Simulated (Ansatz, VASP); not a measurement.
## One calculation of SiO2, two programs

File INCAR:

```
PREC     = Accurate       # precision mode
ENCUT    = 520            # plane-wave cutoff, eV
EDIFF    = 1E-6           # SCF threshold, eV
ISMEAR   = 0              # smearing method
SIGMA    = 0.05           # smearing width, eV
LREAL    = False          # projectors in reciprocal space
LASPH    = True           # aspherical terms in the spheres
NELM     = 100            # most SCF steps
ALGO     = Normal         # electronic algorithm
ISIF     = 2              # what is computed and relaxed
LWAVE    = False          # write WAVECAR
LCHARG   = False          # write CHGCAR
GGA      = CA             # functional
NBANDS   = 25             # bands
```

Contents of KPOINTS:

```
regular mesh
0
Gamma
  6 6 8
```

POSCAR

```
SiO2
1.0
    4.1551517022      0.0000000000      0.0000000000
    0.0000000000      4.1551517022      0.0000000000
    0.0000000000      0.0000000000      2.5974000000
Si O
2 4
Direct
    0.5000000000      0.5000000000      0.5000000000
    0.0000000000      0.0000000000      0.0000000000
    0.6944252994      0.6944252994      0.0000000000
    0.1944252994      0.8055747006      0.5000000000
    0.3055747006      0.3055747006      0.0000000000
    0.8055747006      0.1944252994      0.5000000000
```

Input for Ansatz:

```yaml
crystal:
  lattice:
    - [4.1551517022, 0.0, 0.0]
    - [0.0, 4.1551517022, 0.0]
    - [0.0, 0.0, 2.5974]
  atoms:
    - { symbol: Si, position: [0.5, 0.5, 0.5] }
    - { symbol: Si, position: [0.0, 0.0, 0.0] }
    - { symbol: O, position: [0.6944252994, 0.6944252994, 0.0] }
    - { symbol: O, position: [0.1944252994, 0.8055747006, 0.5] }
    - { symbol: O, position: [0.3055747006, 0.3055747006, 0.0] }
    - { symbol: O, position: [0.8055747006, 0.1944252994, 0.5] }
basis:
  ecutwfc: 520.0
kpoints:
  mp_grid: { grid: [6, 6, 8] }
hamiltonian:
  xc: lda
  pseudopotentials: { kind: paw, azcp: { folder: soft_1 } }
scf:
  occupations: { method: gaussian, width: 0.05 }
output:
  forces: true
  stress: true
  eigenvalues: true
```

Alike in both runs: task single point; functional LDA; k mesh 6 × 6 × 8; occupations gaussian, width 0.05 eV; no spin polarisation.

|  | VASP | Ansatz |
| --- | --- | --- |
| version | VASP 6.6.1 | Ansatz 0.2.0 |
| potentials or method | VASP PAW LDA potentials, release 64 (Si, O), cutoff 520 eV | scalar-relativistic, plane waves, PAW |
| valence electrons in the cell | 32 | 32 |

VASP gave:

| Quantity | Value |
| --- | --- |
| gap on the k mesh at the Fermi level (eV) | 6.35 |
| least direct gap on the mesh (eV) | 6.35 |
| pressure (GPa) | 11.1 |
| traceless stress, the component that is largest in VASP (GPa) | 10.47 |
| rms of the force components (eV/Å) | 0.046 |

Which values does Ansatz return?

gap on the k mesh at the Fermi level (eV): 6.35; least direct gap on the mesh (eV): 6.35; pressure (GPa): 9.9; traceless stress, the component that is largest in VASP (GPa): 9.66; rms of the force components (eV/Å): 0.024.

Ansatz warns that its potentials were made for another functional, while VASP's fit it. LDA's correlation is that of Perdew and Zunger in VASP and of Perdew and Wang (1992) in Ansatz. Atom by atom the forces differ by 0.022 eV/Å (rms over components).
